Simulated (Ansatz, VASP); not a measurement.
B2W: VASP beside Ansatz

```
B W
1.0
     3.02000    0.00000    0.00000
    -1.51000    2.61540    0.00000
     0.00000    0.00000    3.05000
B W
2 1
Direct
  0.33333 0.66667 0.50000
  0.66667 0.33333 0.50000
  0.00000 0.00000 0.00000
```

Alike in both runs: task relaxation of cell and atoms; functional LDA; k mesh 6 × 6 × 6; occupations gaussian, width 0.1 eV; no spin polarisation.

```csv
,VASP,Ansatz
version,VASP 6.6.1,Ansatz 0.2.0
potentials or method,"VASP PAW LDA potentials, release 64 (B, W_sv), cutoff 600 eV","scalar-relativistic, plane waves, PAW"
valence electrons in the cell,20,20
```

```csv
,VASP,Ansatz,Ansatz less VASP
"gap on the k mesh at the Fermi level, each at its own relaxed structure (eV)",none,none,-
relaxed volume (Å³/atom),8.57,8.53,-0.039
relaxed length of the cell vector where the two differ most in proportion (Å),3.332,3.318,-0.0140
```

LDA's correlation is that of Perdew and Zunger in VASP and of Perdew and Wang (1992) in Ansatz. A gap of «none» marks a metal or a gap that the smearing closes.

The k mesh is coarse, so the values compare programs but aren't converged. Spin-orbit coupling is off throughout.
